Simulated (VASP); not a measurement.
# Sn4HO8 in VASP: notebook, part 2 of 3

VASP 6.6.1.

## Step 3: Single point, PBE

INCAR reads:

```
ALGO = Normal
EDIFF = 1E-7
ENCUT = 520
GGA = PE
ISIF = 2
ISMEAR = 0
LASPH = T
LCHARG = F
LREAL = Auto
LWAVE = F
NBANDS = 124
NELM = 100
PREC = Accurate
SIGMA = 0.05
```

KPOINTS reads:

```
k-points
0
Gamma
  2 2 1
```

POSCAR reads:

```
Sn4HO8
1.0
    6.7005440000      0.0000000000      0.0000000000
    0.0000000000      6.3730000000      0.0000000000
    0.0000000000      0.0000000000     18.4039890000
Sn O H
8 16 2
Direct
    0.0000000000      0.0000000000      0.0543359921
    0.5000000000      0.2500000000      0.0543359921
    0.5082223175     -0.0008220618      0.2517118436
    0.0047530469      0.2420364036      0.2412873644
    0.0000000000      0.5000000000      0.0543359921
    0.5000000000      0.7500000000      0.0543359921
    0.5089562877      0.5011526753      0.2473258379
    0.0053912041      0.7571953554      0.2401512520
    0.0112168505      0.0016389456      0.1621859261
    0.1934999606      0.2500000000      0.0543359921
    0.5000000000      0.0000000000      0.1247857190
    0.8065000394      0.2500000000      0.0543359921
    0.5361833308     -0.0393404990      0.3580725896
    0.6991475618      0.2498845128      0.2308165366
    0.9985142997     -0.0017585125      0.3100596289
    0.3128751934      0.2523417543      0.2410881141
    0.0089492734      0.4981551859      0.1663045984
    0.1934999606      0.7500000000      0.0543359921
    0.5000000000      0.5000000000      0.1247857190
    0.8065000394      0.7500000000      0.0543359921
    0.5496819363      0.5074442178      0.3556420839
    0.7013811117      0.7493158638      0.2273904858
    1.0121552817      0.4999132277      0.3117551852
    0.3113678531      0.7480842617      0.2353701689
    0.6071251827      0.6448470108      0.3680393419
    0.9570233402      0.4949783461      0.3604830996
```

Potentials or basis: VASP PAW PBE potentials, release 64 (Sn_d, O, H).

Run with:

```sh
> cat potpaw_PBE.64/Sn_d/POTCAR potpaw_PBE.64/O/POTCAR potpaw_PBE.64/H/POTCAR > POTCAR
> mpirun -np 1 vasp_std > vasp.out
```

OUTCAR:

```text
EDIFF = 1E-7
   ENCUT = 520
   GGA = PE
   ISIF = 2
   ISMEAR = 0
   LASPH = T
   LREAL = Auto
   NELM = 100
   PREC = Accurate

 ion  position               nearest neighbor table
   1  0.000  0.000  0.054-   9 1.99  10 2.05  12 2.05  18 2.05  20 2.05   5 3.19   5 3.19   2 3.71
                             6 3.71   2 3.71   6 3.71   8 3.75
   2  0.500  0.250  0.054-  10 2.05  12 2.05  11 2.05  19 2.05   6 3.19   6 3.19   1 3.71   5 3.71
                             1 3.71   5 3.71
   3  0.508  0.999  0.252-  13 1.98  14 2.08  16 2.09  24 2.10  22 2.10  11 2.34   7 3.17   7 3.20
                             4 3.67   8 3.68   8 3.71   4 3.72
   4  0.005  0.242  0.241-  15 2.00  14 2.06  16 2.07  23 2.09   9 2.11  17 2.14   8 3.09   8 3.28
                             3 3.67   7 3.71   3 3.72
   5  0.000  0.500  0.054-  10 2.05  12 2.05  18 2.05  20 2.05  17 2.06   1 3.19   1 3.19   2 3.71
                             6 3.71   2 3.71   6 3.71
   6  0.500  0.750  0.054-  18 2.05  20 2.05  19 2.05  11 2.05   2 3.19   2 3.19   5 3.71   1 3.71
                             1 3.71   5 3.71
   7  0.509  0.501  0.247-  21 2.01  16 2.06  24 2.07  14 2.07  22 2.07  19 2.26   3 3.17   3 3.20
                             8 3.71   4 3.71   8 3.75
   8  0.005  0.757  0.240-  15 2.00  22 2.05  24 2.05  23 2.10   9 2.12  17 2.14   4 3.09   4 3.28
                             3 3.68   7 3.71   3 3.71   7 3.75   1 3.75
   9  0.011  0.002  0.162-   1 1.99   4 2.11   8 2.12
  10  0.193  0.250  0.054-   2 2.05   1 2.05   5 2.05
  11  0.500  0.000  0.125-   2 2.05   6 2.05   3 2.34
  12  0.807  0.250  0.054-   2 2.05   1 2.05   5 2.05
  13  0.536  0.961  0.358-   3 1.98
  14  0.699  0.250  0.231-   4 2.06   7 2.07   3 2.08
  15  0.999  0.998  0.310-   8 2.00   4 2.00
  16  0.313  0.252  0.241-   7 2.06   4 2.07   3 2.09
  17  0.009  0.498  0.166-   5 2.06   4 2.14   8 2.14
  18  0.193  0.750  0.054-   6 2.05   5 2.05   1 2.05
  19  0.500  0.500  0.125-   2 2.05   6 2.05   7 2.26
  20  0.807  0.750  0.054-   6 2.05   5 2.05   1 2.05
  21  0.550  0.507  0.356-  25 0.98   7 2.01
  22  0.701  0.749  0.227-   8 2.05   7 2.07   3 2.10
  23  0.012  0.500  0.312-  26 0.97   4 2.09   8 2.10
  24  0.311  0.748  0.235-   8 2.05   7 2.07   3 2.10
  25  0.607  0.645  0.368-  21 0.98
  26  0.957  0.495  0.360-  23 0.97

  LATTYP: Found a simple orthorhombic cell.
[... 193 lines left out ...]
   LRPA    =     F    only Hartree local field effects (RPA)
 non-spin polarized calculation
 Gauss-broadening in eV      SIGMA  =   0.05
  energy-cutoff  :      520.00
  volume of cell :      785.90
 maximum number of plane-waves:     21232
 NGX is ok and might be reduce to    50
   NGX = 25   NGY = 23   NGZ = 69

 number of electron     210.0000004 magnetization

 Free energy of the ion-electron system (eV)
  ---------------------------------------------------
  ext. energy  EPLUGINS =         0.00000000
  ---------------------------------------------------
  free energy    TOTEN  =      -146.84929500 eV

  energy without entropy =     -146.80269747  energy(sigma->0) =     -146.82599623

 E-fermi :  -0.9568     XC(G=0):  -5.0701

 val. band max:       -0.9614996137   @ k =   0.0000   0.5000   0.0000
 cond. band min:      -0.9510182597   @ k =   0.5000   0.0000   0.0000
 fundamental gap:      0.0104813540
 Fermi energy:        -0.9567554156

 k-point     1 :       0.0000    0.0000    0.0000
  band No.  band energies     occupation
      1     -23.9477      2.00000
      2     -23.8887      2.00000
      3     -23.2531      2.00000
      4     -23.0886      2.00000
      5     -23.0760      2.00000
      6     -23.0351      2.00000
[... 469 lines left out ...]
    116       4.3455      0.00000
    117       4.5495      0.00000
 [bands above 117 left out]

------------------------ aborting loop because EDIFF is reached ----------------------------------------

  FORCE on cell =-STRESS in cart. coord.  units (eV):
  Direction    XX          YY          ZZ          XY          YZ          ZX
  --------------------------------------------------------------------------------------
  -------------------------------------------------------------------------------------
  Total       28.6400432     16.1397955     -1.1585643     -0.1082354      0.2926417     -1.0690174
  in kB       58.3872881     32.9035428     -2.3619178     -0.2206552      0.5965967     -2.1793621
  external PRESSURE =      29.6429710 kB  Pullay stress =       0.0000000 kB

 VOLUME and BASIS-vectors are now :
 -----------------------------------------------------------------------------
  energy-cutoff  :      520.00
  volume of cell :      785.90
      direct lattice vectors                 reciprocal lattice vectors
     6.700544000  0.000000000  0.000000000     0.149241614  0.000000000  0.000000000
     0.000000000  6.373000000  0.000000000     0.000000000  0.156911972  0.000000000
     0.000000000  0.000000000 18.403989000     0.000000000  0.000000000  0.054336046

 POSITION                                       TOTAL-FORCE (eV/Angst)
 -----------------------------------------------------------------------------------
      0.00000      0.00000      1.00000         0.047434      0.013882      2.138786
      3.35027      1.59325      1.00000        -0.008481      0.005198      0.882729
      3.40537      6.36776      4.63250         0.022183      0.000799     -0.114190
      0.03185      1.54250      4.44065         0.025993      0.031392     -0.057482
      0.00000      3.18650      1.00000         0.071238     -0.017543      2.921852
      3.35027      4.77975      1.00000        -0.017090     -0.003559      0.901418
[... 18 lines left out ...]
      4.06807      4.10961      6.77339        -0.254087      0.303695      0.095059
      6.41258      3.15450      6.63433        -0.195587      0.008778      0.082959
 -----------------------------------------------------------------------------------
    total drift:                               -0.014859      0.000082     -0.001199

  FREE ENERGIE OF THE ION-ELECTRON SYSTEM (eV)
  ---------------------------------------------------
  free  energy   TOTEN  =      -146.8492949972 eV

  energy  without entropy=     -146.8026974684  energy(sigma->0) =     -146.82599623
```

Run time: 53 min. Hardware: 1 thread of Intel Xeon 8259CL, shared host; peak memory 0.83 GiB.

What came out:

* Free energy: -146.8493 eV
* Largest force: 2.923 eV/Å
* Band gap on the k mesh: zero (bands 105 and 106 overlap by 0.02 eV)

Forces on the atoms (eV/Å):
```
Sn   0.047  0.014  2.139
Sn  -0.008  0.005  0.883
Sn   0.022  0.001 -0.114
Sn   0.026  0.031 -0.057
Sn   0.071 -0.018  2.922
Sn  -0.017 -0.004  0.901
Sn  -0.024 -0.014 -0.035
Sn   0.021 -0.044 -0.046
O    0.008 -0.004  0.038
O   -0.739  0.109 -1.540
O   -0.048  0.080 -0.520
O    0.783  0.084 -1.440
O    0.073 -0.107  0.089
O    0.017  0.003 -0.001
O    0.008 -0.006  0.117
O    0.013 -0.028 -0.026
O    0.020 -0.009  0.049
O   -0.786 -0.109 -1.506
O   -0.048 -0.089 -0.530
O    0.826 -0.084 -1.414
O    0.007 -0.115  0.025
O    0.015 -0.014 -0.023
O    0.155  0.000 -0.063
O    0.006  0.004 -0.025
H   -0.254  0.304  0.095
H   -0.196  0.009  0.083
```

Levels at points of the mesh, in eV from the Fermi level:
| k point | band 101 | band 102 | band 103 | band 104 | band 105 | band 106 | band 107 | band 108 | band 109 | band 110 |
| --- | --- | --- | --- | --- | --- | --- | --- | --- | --- | --- |
| (0.00, 0.00, 0.00) | -0.88 | -0.58 | -0.50 | -0.01 | 0.01 | 0.31 | 0.48 | 1.06 | 2.20 | 2.30 |
| (0.50, 0.00, 0.00) | -0.63 | -0.60 | -0.50 | -0.11 | -0.01 | 0.01 | 1.09 | 1.29 | 2.38 | 3.27 |
| (0.00, 0.50, 0.00) | -0.62 | -0.57 | -0.52 | -0.52 | -0.19 | 0.00 | 0.95 | 0.96 | 3.58 | 3.67 |
| (0.50, 0.50, 0.00) | -0.63 | -0.52 | -0.18 | -0.10 | -0.03 | -0.01 | 0.64 | 0.66 | 4.22 | 4.31 |

Caveat: the k points lie up to 0.49 Å⁻¹ apart; spin-orbit coupling is left out, which moves the levels of the heavy elements.

(Continued in part 3 of 3.)
